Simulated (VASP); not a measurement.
# YRh2F2 (I4/mmm) in VASP: single point with r2SCAN

Aim: the single point of YRh2F2 with r2SCAN.

Everything below comes from runs of VASP 6.6.1. Logs are shortened: lines on timing, memory, paths and dates and some standing lists are left out, and cuts for length are marked.

### Step 1. The cell of the first run

Symmetry: I4/mmm, No. 139, tetragonal system. Conventional cell: a = 3.312 Å, b = 3.312 Å, c = 15.388 Å, α = 90.00°, β = 90.00°, γ = 90.00°. Y (site symmetry 4/mmm) has 8 F at 2.58 Å and 4 Y at 3.31 Å within 3.4 Å. F (site symmetry 4mm) has 1 F at 2.19 Å and 4 Y at 2.58 Å within 2.9 Å. Within 3.4 Å of Rh (site symmetry -4m2) lie 8 Rh at 2.34 to 3.31 Å and 4 F at 3.21 Å.

### Step 2. Single point, r2SCAN

Contents of POSCAR:

```
YRh2F2
1.0
    0.0000000000      3.3116944642      0.0000000000
    3.3116944642      0.0000000000      0.0000000000
    1.6558472321      1.6558472321     -7.6939957692
Y F Rh
1 2 2
Direct
    0.0000000000      0.0000000000      0.0000000000
    0.4288913559      0.4288913559      0.1422172882
    0.5711086441      0.5711086441      0.8577827118
    0.7500000000      0.2500000000      0.5000000000
    0.2500000000      0.7500000000      0.5000000000
```

Contents of INCAR.step1:

```
SYSTEM = YRh2F2
PREC = Accurate ; ENCUT = 520
ISMEAR = -1 ; SIGMA = 0.1
LREAL = .False. ; LASPH = .True.
NELM = 100 ; NBANDS = 36
GGA = PE ; ALGO = Normal
EDIFF = 1E-4 ; LWAVE = .True.
LCHARG = .False.
```

Contents of INCAR.step2:

```
SYSTEM = YRh2F2
PREC = Accurate ; ENCUT = 520
EDIFF = 1E-6 ; ISMEAR = -1
SIGMA = 0.1 ; LREAL = .False.
LASPH = .True. ; NELM = 100
ALGO = Normal ; ISIF = 2
LWAVE = .False. ; LCHARG = .True.
METAGGA = R2SCAN ; LMIXTAU = .True.
LELF = .True. ; LVHAR = .True.
NBANDS = 36 ; ISTART = 1
```

Contents of KPOINTS:

```
Automatic mesh
0
Gamma
  7 7 7
  0 0 0
```

Potentials or basis: VASP PAW PBE potentials, release 64 (Y_sv, F, Rh_pv).

On the command line:

```bash
$ cat potpaw_PBE.64/Y_sv/POTCAR potpaw_PBE.64/F/POTCAR potpaw_PBE.64/Rh_pv/POTCAR > POTCAR
$ cp INCAR.step1 INCAR
$ mpirun -np 1 vasp_std > vasp.out
$ cp INCAR.step2 INCAR
$ mpirun -np 1 vasp_std > vasp.out
```

OUTCAR:

```text
SYSTEM = YRh2F2
   PREC = Accurate
   ENCUT = 520
   EDIFF = 1E-6
   ISMEAR = -1
   LREAL = .False.
   LASPH = .True.
   NELM = 100
   ISIF = 2
   METAGGA = R2SCAN
   ISTART = 1

 ion  position               nearest neighbor table
   1  0.000  0.000  0.000-   3 2.58   3 2.58   3 2.58   2 2.58   3 2.58   2 2.58   2 2.58   2 2.58

   2  0.429  0.429  0.142-   1 2.58   1 2.58   1 2.58   1 2.58
   3  0.571  0.571  0.858-   1 2.58   1 2.58   1 2.58   1 2.58
   4  0.750  0.250  0.500-   5 2.34   5 2.34   5 2.34   5 2.34
   5  0.250  0.750  0.500-   4 2.34   4 2.34   4 2.34   4 2.34

  LATTYP: Found a body centered tetragonal cell.
 ALAT       =     3.3116944642
 C/A-ratio  =     4.6465613615

  Lattice vectors:

 A1 = (  -1.6558472321,   1.6558472321,   7.6939957692)
 A2 = (   1.6558472321,  -1.6558472321,   7.6939957692)
 A3 = (   1.6558472321,   1.6558472321,  -7.6939957692)

Analysis of symmetry for initial positions (statically):
=====================================================================
 Subroutine PRICEL returns:
 Original cell was already a primitive cell.

 Routine SETGRP: Setting up the symmetry group for a
 body centered tetragonal supercell.

 Subroutine GETGRP returns: Found 16 space group operations
 (whereof 16 operations were pure point group operations)
 out of a pool of 16 trial point group operations.

The static configuration has the point symmetry D_4h.

Analysis of symmetry for dynamics (positions and initial velocities):
=====================================================================
 Subroutine PRICEL returns:
 Original cell was already a primitive cell.

 Routine SETGRP: Setting up the symmetry group for a
 body centered tetragonal supercell.

 Subroutine GETGRP returns: Found 16 space group operations
 (whereof 16 operations were pure point group operations)
 out of a pool of 16 trial point group operations.

The dynamic configuration has the point symmetry D_4h.

 Subroutine INISYM returns: Found 16 space group operations
 (whereof 16 operations are pure point group operations),
 and found     1 'primitive' translations

----------------------------------------------------------------------------------------

                                     Primitive cell

  volume of cell :      84.3825
[... 80 lines left out ...]
   dimension x,y,z NGX =    28 NGY =   28 NGZ =   60
   dimension x,y,z NGXF=    56 NGYF=   56 NGZF=  120
   ions per type =               1   2   2
   NGX,Y,Z   is equivalent  to a cutoff of  14.06, 14.06, 12.40 a.u.
   NGXF,Y,Z  is equivalent  to a cutoff of  28.11, 28.11, 24.81 a.u.
 SYSTEM =  YRh2F2
   PREC   = accura    normal or accurate (medium, high low for compatibility)
   ISTART =      1    job   : 0-new  1-cont  2-samecut
   ICHARG =      0    charge: 1-file 2-atom 10-const
   ISPIN  =      1    spin polarized calculation?
   LNONCOLLINEAR =      F non collinear calculations
   LSORBIT =      F    spin-orbit coupling
   LASPH  =      T    aspherical Exc in radial PAW
   ENCUT  =  520.0 eV  38.22 Ry    6.18 a.u.   6.16  6.16 14.95*2*pi/ulx,y,z
   NELM   =    100;   NELMIN=  2; NELMDL=  0     # of ELM steps
   EDIFF  = 0.1E-05   stopping-criterion for ELM
   LREAL  =      F    real-space projection
[... 7 lines left out ...]
   TEBEG  =    0.0;   TEEND  =   0.0 temperature during run
   PSTRESS=    0.0 pullay stress
   NELECT =      55.0000    total number of electrons
   NUPDOWN=      -1.0000    fix difference up-down
   EMIN   =  10.00;   EMAX   =-10.00  energy-range for DOS
   EFERMI =   0.00;   METHOD = LEGACY
   ISMEAR =    -1;   SIGMA  =   0.10  broadening in eV -4-tet -1-fermi 0-gaus
   EFERMI_NEDOS =   21; number of points for ismear=-14 and -15
   IALGO  =     38    algorithm
   IMIX   =      4    mixing-type and parameters
     AMIX     =   0.40;   BMIX     =  1.00
     AMIX_MAG =   1.60;   BMIX_MAG =  1.00
  volume/ion in A,a.u.               =      16.88       113.89
  Fermi-wavevector in a.u.,A,eV,Ry     =   1.419422  2.682319 27.412463  2.014759
  Thomas-Fermi vector in A             =   2.540444
   LORBIT       =      0    0 simple, 1 ext, 2 COOP (PROOUT), +10 PAW based schemes
   METAGGA = R2SCAN    functional components
   LHFCALC =     F    Hartree Fock is set to
   AEXX    =    0.0000 exact exchange contribution
   IVDW    =     0    specifies the selected vdW correction
   LEPSILON=     F    determine dielectric tensor
   LRPA    =     F    only Hartree local field effects (RPA)
 non-spin polarized calculation
  energy-cutoff  :      520.00
  volume of cell :       84.38
 maximum number of plane-waves:      2299
 NGX is ok and might be reduce to    28
   NGX = 13   NGY = 13   NGZ = 29

 number of electron      55.0000032 magnetization

 Free energy of the ion-electron system (eV)
  ---------------------------------------------------
  ext. energy  EPLUGINS =         0.00000000
  ---------------------------------------------------
  free energy    TOTEN  =       -80.72063213 eV

  energy without entropy =      -80.56830939  energy(sigma->0) =      -80.64447076

 E-fermi :   5.7563     XC(G=0): -11.2943

 val. band max:        5.7441558155   @ k =  -0.4286   0.1429   0.0000
 cond. band min:       5.7637016420   @ k =  -0.1429  -0.2857   0.2857
 fundamental gap:      0.0195458265
 Fermi energy:         5.7562584937

 k-point     1 :       0.0000    0.0000    0.0000
  band No.  band energies     occupation
      1     -43.0518      2.00000
      2     -43.0518      2.00000
      3     -41.9328      2.00000
      4     -41.7300      2.00000
      5     -41.7300      2.00000
      6     -41.5846      2.00000
[... 925 lines left out ...]
     35       9.4575      0.00000
     36      11.5860      0.00000

 [... further k-points ...]
[... 5 lines left out ...]
  --------------------------------------------------------------------------------------
  -------------------------------------------------------------------------------------
  Total        0.3158907      0.3158907     -0.1103731      0.0000000      0.0000000     -0.0000000
  in kB        5.9978420      5.9978420     -2.0956628      0.0000000      0.0000000     -0.0000000
  external PRESSURE =       3.3000071 kB  Pullay stress =       0.0000000 kB

 VOLUME and BASIS-vectors are now :
 -----------------------------------------------------------------------------
  energy-cutoff  :      520.00
  volume of cell :       84.38
      direct lattice vectors                 reciprocal lattice vectors
     0.000000000  3.311694464  0.000000000     0.000000000  0.301960223  0.064985739
     3.311694464  0.000000000  0.000000000     0.301960223  0.000000000  0.064985739
     1.655847232  1.655847232 -7.693995769     0.000000000  0.000000000 -0.129971478

 POSITION                                       TOTAL-FORCE (eV/Angst)
 -----------------------------------------------------------------------------------
      0.00000      0.00000      0.00000        -0.000000     -0.000000     -0.000000
      1.65585      1.65585     -1.09422        -0.000000     -0.000000      0.004633
      3.31169      3.31169     -6.59978        -0.000000     -0.000000     -0.004633
      1.65585      3.31169     -3.84700        -0.000000     -0.000000      0.000000
      3.31169      1.65585     -3.84700         0.000000      0.000000     -0.000000
 -----------------------------------------------------------------------------------
    total drift:                                0.000000      0.000000     -0.000000

  FREE ENERGIE OF THE ION-ELECTRON SYSTEM (eV)
  ---------------------------------------------------
  free  energy   TOTEN  =       -80.7206321286 eV

  energy  without entropy=      -80.5683093927  energy(sigma->0) =      -80.64447076
```

OSZICAR.step1:

```text
N       E                     dE             d eps       ncg     rms          rms(c)
DAV:   1     0.557157682186E+03    0.55716E+03   -0.32804E+04  2912   0.158E+03
DAV:   2    -0.489697541384E+01   -0.56205E+03   -0.54561E+03  3144   0.459E+02
DAV:   3    -0.324516401581E+02   -0.27555E+02   -0.27188E+02  3492   0.101E+02
DAV:   4    -0.333814629877E+02   -0.92982E+00   -0.92602E+00  4348   0.138E+01
DAV:   5    -0.333908957889E+02   -0.94328E-02   -0.94287E-02  3268   0.139E+00    0.191E+01
DAV:   6    -0.301615538784E+02    0.32293E+01   -0.15476E+01  3032   0.139E+01    0.172E+01
DAV:   7    -0.301126628331E+02    0.48891E-01   -0.69772E+00  3372   0.781E+00    0.116E+01
DAV:   8    -0.300189841966E+02    0.93679E-01   -0.53770E+00  3368   0.674E+00    0.840E+00
DAV:   9    -0.297886031469E+02    0.23038E+00   -0.22760E+00  3344   0.395E+00    0.640E-01
DAV:  10    -0.297794208326E+02    0.91823E-02   -0.49523E-02  3460   0.947E-01    0.312E-01
DAV:  11    -0.297794621352E+02   -0.41303E-04   -0.28426E-03  3256   0.335E-01    0.816E-02
DAV:  12    -0.297794794078E+02   -0.17273E-04   -0.36794E-04  3084   0.127E-01
   1 F= -.29779479E+02 E0= -.29697743E+02  d E =-.163472E+00
```

Wall time 3.7 min (1 thread of Intel Xeon 6975P-C (Granite Rapids), shared host); peak memory 0.3 GiB.

What came out:

| Item | Value |
| --- | --- |
| Free energy | -80.7206 eV |
| Pressure | 0.3 GPa |
| Largest force | 0.005 eV/Å |
| Band gap on the k mesh | zero (an odd number of electrons rules out a gap without spin polarisation) |

Forces on the atoms (eV/Å):
```
Y    0.000  0.000  0.000
F    0.000  0.000  0.005
F    0.000  0.000 -0.005
Rh   0.000  0.000  0.000
Rh   0.000  0.000  0.000
```

Stress tensor (GPa, compression positive):
```
 0.60  0.00  0.00
 0.00  0.60  0.00
 0.00  0.00 -0.21
```

Caveat: the PAW data sets were made with another functional, which shifts forces and pressure a little.
